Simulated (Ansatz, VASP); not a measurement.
## YAl3N4 in VASP and in Ansatz

Contents of INCAR:

```
SYSTEM = YAl3N4
  ALGO = Normal
  EDIFF = 1E-6
  ENCUT = 600
  GGA = PE
  GGA_COMPAT = .FALSE.
  ISIF = 2
  ISMEAR = 0
  LASPH = .TRUE.
  LCHARG = .TRUE.
  LELF = .TRUE.
  LREAL = .FALSE.
  LVHAR = .TRUE.
  LWAVE = .FALSE.
  NBANDS = 54
  NELM = 120
  PREC = Accurate
  SIGMA = 0.01
```

KPOINTS

```
k-points
0
G
  6 6 4
  0 0 0
```

File POSCAR:

```
YAl3N4
1.0
    4.9231660106     -2.8248863062     -0.0080579072
   -3.3082283317     -0.0599135560     -5.0393899563
    3.4184578894      5.8859030984     -0.0040535219
Y Al N
2 6 8
Direct
    0.3533539413      0.0527683018      0.0061203371
    0.9506549160      0.5415923801      0.1400058255
    0.8342872986      0.0154700139      0.2602479576
    0.3479232072      0.0294186934      0.5127179250
    0.8523519744      0.0286030679      0.7482460689
    0.4231301395      0.5207870730      0.3935932938
    0.9313000071      0.5238262164      0.6309007366
    0.4327505566      0.5394021080      0.8720634412
    0.5930224373      0.5731989492      0.1468401409
    0.1433526360      0.5972515049      0.4214252052
    0.6367104236      0.5914974748      0.6429709486
    0.1299135172      0.5877864821      0.8801261443
    0.7327354349      0.0713747826      0.0177416276
    0.1939011671      0.0756626879      0.2872328264
    0.7062070841      0.0879916971      0.5206261249
    0.2104052591      0.1073685671      0.7551413963
```

Input for Ansatz:

```yaml
crystal:
  lattice:
    - [4.9231660106, -2.8248863062, -0.0080579072]
    - [-3.3082283317, -0.059913556, -5.0393899563]
    - [3.4184578894, 5.8859030984, -0.0040535219]
  atoms:
    - { symbol: "Y", position: [0.3533539413, 0.0527683018, 0.0061203371] }
    - { symbol: Al, position: [0.8342872986, 0.0154700139, 0.2602479576] }
    - { symbol: Al, position: [0.3479232072, 0.0294186934, 0.512717925] }
    - { symbol: Al, position: [0.8523519744, 0.0286030679, 0.7482460689] }
    - { symbol: "Y", position: [0.950654916, 0.5415923801, 0.1400058255] }
    - { symbol: Al, position: [0.4231301395, 0.520787073, 0.3935932938] }
    - { symbol: Al, position: [0.9313000071, 0.5238262164, 0.6309007366] }
    - { symbol: Al, position: [0.4327505566, 0.539402108, 0.8720634412] }
    - { symbol: "N", position: [0.5930224373, 0.5731989492, 0.1468401409] }
    - { symbol: "N", position: [0.143352636, 0.5972515049, 0.4214252052] }
    - { symbol: "N", position: [0.6367104236, 0.5914974748, 0.6429709486] }
    - { symbol: "N", position: [0.1299135172, 0.5877864821, 0.8801261443] }
    - { symbol: "N", position: [0.7327354349, 0.0713747826, 0.0177416276] }
    - { symbol: "N", position: [0.1939011671, 0.0756626879, 0.2872328264] }
    - { symbol: "N", position: [0.7062070841, 0.0879916971, 0.5206261249] }
    - { symbol: "N", position: [0.2104052591, 0.1073685671, 0.7551413963] }
basis:
  ecutwfc: 420
  xc_grid: 2
kpoints:
  mp_grid: { grid: [6, 6, 4] }
hamiltonian:
  xc: pbe
  pseudopotentials: { kind: paw, azcp: { folder: soft_1 } }
scf:
  occupations: { method: fixed }
output:
  forces: true
  stress: true
  eigenvalues: true
  polarization: {}
```

Change from the starting cell: polar distortion scaled by 0.55.

Alike in both runs: task single point; functional PBE; k mesh 6 × 6 × 4; no spin polarisation.

|  | VASP | Ansatz |
| --- | --- | --- |
| version | VASP 6.6.1 | Ansatz 0.2.0 |
| potentials or method | VASP PAW PBE potentials, release 64 (Y_sv, Al, N), cutoff 600 eV | scalar-relativistic, plane waves, PAW |
| occupations | gaussian, width 0.01 eV | fixed |
| valence electrons in the cell | 80 | 80 |

VASP gave:

| Item | Value |
| --- | --- |
| gap on the k mesh at the Fermi level (eV) | 2.33 |
| least direct gap on the mesh (eV) | 2.33 |
| pressure (GPa) | 3.0 |
| rms of the force components (eV/Å) | 0.965 |

Task: Which values does Ansatz return?

Result: gap on the k mesh at the Fermi level (eV): 2.33; least direct gap on the mesh (eV): 2.33; pressure (GPa): 3.3; rms of the force components (eV/Å): 0.963.
